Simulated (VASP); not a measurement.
Write the native input for VASP 6.6.1 that does the following.

```yaml
Task: single point
Functional: PBEsol
Potentials_or_basis: VASP PAW PBE potentials, release 64 (Y_sv)
Cutoff: 520 eV
k_mesh: 8 × 8 × 3
Occupations: fermi-dirac, width 0.05 eV
Spin: no spin polarisation
Dipole_correction: no
Further_INCAR_settings: ALGO = Normal; EDIFF = 1e-06; NBANDS = 30
```

The structure of Y lies in POSCAR:

```
Y
1.0
    3.5342373352      0.0000000000      0.0000000000
   -1.7671186676      3.0607393153      0.0000000000
    0.0000000000      0.0000000000     11.4017076226
Y
4
Direct
    0.6666666667      0.3333333333      0.7500000000
    0.0000000000      0.0000000000      0.5000000000
    0.3333333333      0.6666666667      0.2500000000
    0.0000000000      0.0000000000      0.0000000000
```

One way to write it, as run:

INCAR

```
SYSTEM = Y
ALGO = Normal ; EDIFF = 1E-6
ENCUT = 520 ; GGA = PS
ISIF = 2 ; ISMEAR = -1
LASPH = .True. ; LCHARG = .True.
LELF = .True. ; LREAL = .False.
LVHAR = .True. ; LWAVE = .False.
NBANDS = 30 ; NELM = 60
PREC = Accurate ; SIGMA = 0.05
```

KPOINTS

```
k-points
0
Gamma
  8 8 3
  0 0 0
```

Potentials or basis: VASP PAW PBE potentials, release 64 (Y_sv).

The run is started by

```bash
$ cat potpaw_PBE.64/Y_sv/POTCAR > POTCAR
$ mpirun -np 1 vasp_std > vasp.out
```

Results of the run:

* Pressure: -0.1 GPa
* Band gap on the k mesh: zero (bands 22 and 23 overlap by 1.16 eV)

Caveat: the PAW data sets were made with another functional, which shifts forces and pressure a little.

Run time: 41 s on 1 thread of Intel(R) Xeon(R) 6975P-C (Granite Rapids) (shared host), peak memory 0.27 GiB.
